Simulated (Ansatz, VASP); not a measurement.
**Ni in VASP and in Ansatz**

```
Ni
1.0
     4.49879    0.00000    0.00000
     0.00000    4.49879    0.00000
     0.00000    0.00000    4.49879
Ni
8
Direct
  0.00000 0.00000 0.00000
  0.50000 0.50000 0.50000
  0.25000 0.00000 0.50000
  0.75000 0.00000 0.50000
  0.50000 0.25000 0.00000
  0.50000 0.75000 0.00000
  0.00000 0.50000 0.25000
  0.00000 0.50000 0.75000
```

Alike in both runs: task single point; functional revPBE; k mesh 8 × 8 × 8; occupations fermi-dirac, width 0.05 eV; collinear spin.

|  | VASP | Ansatz |
| --- | --- | --- |
| version | VASP 6.6.1 | Ansatz 0.2.0 |
| potentials or method | VASP PAW PBE potentials, release 64 (Ni), cutoff 520 eV | plane waves (420 eV) with PAW, scalar-relativistic |
| valence electrons in the cell | 80 | 144 |

|  | VASP | Ansatz | Ansatz less VASP |
| --- | --- | --- | --- |
| net moment per atom (μB) | 0.61 | 0.62 | +0.015 |
| size of the moment on the site where the two differ most (μB) | 0.63 | 0.67 | +0.044 |

VASP's potentials were made for PBE, not for revPBE. Site moments also hang on the region over which each program counts them. VASP's potentials hold 80 valence electrons a cell and Ansatz's 144, so a difference there can come from the potentials and not from the codes.
